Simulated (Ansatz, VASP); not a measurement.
**One calculation of Ti, two programs**

```xyz
2
Lattice="2.9302 0.0000 0.0000 -1.4651 2.5376 0.0000 0.0000 0.0000 4.6545" Properties=species:S:1:pos:R:3 pbc="T T T"
Ti    0.0000    1.6918    1.1636
Ti    1.4651    0.8459    3.4909
```

Change from the starting cell: volume scaled by 0.98, crystal datasets.

Alike in both runs: task electric field gradients; functional PBEsol; k mesh 13 × 13 × 7; occupations fermi-dirac, width 0.08 eV; no spin polarisation.

|  | VASP | Ansatz |
| --- | --- | --- |
| version | VASP 6.6.1 | Ansatz 0.2.0 |
| potentials or method | VASP PAW PBE potentials, release 64 (Ti_sv), cutoff 520 eV | all-electron PAW with datasets made for the crystal, scalar-relativistic |

Ansatz gave:

| Item | Value |
| --- | --- |
| pressure (GPa) | -3.8 |
| traceless stress, the component that is largest in VASP (GPa) | -0.29 |
| size of Vzz on the site where it differs most (V/Å²) | 18.9 |

Q: Which values does VASP return?

A: Pressure (GPa): -4.0; traceless stress, the component that is largest in VASP (GPa): -0.29; size of Vzz on the site where it differs most (V/Å²): 17.4.

VASP's potentials were made for PBE, not for PBEsol. Ansatz ran all-electron here, and VASP with PAW potentials. Ansatz's warnings: printed levels off.
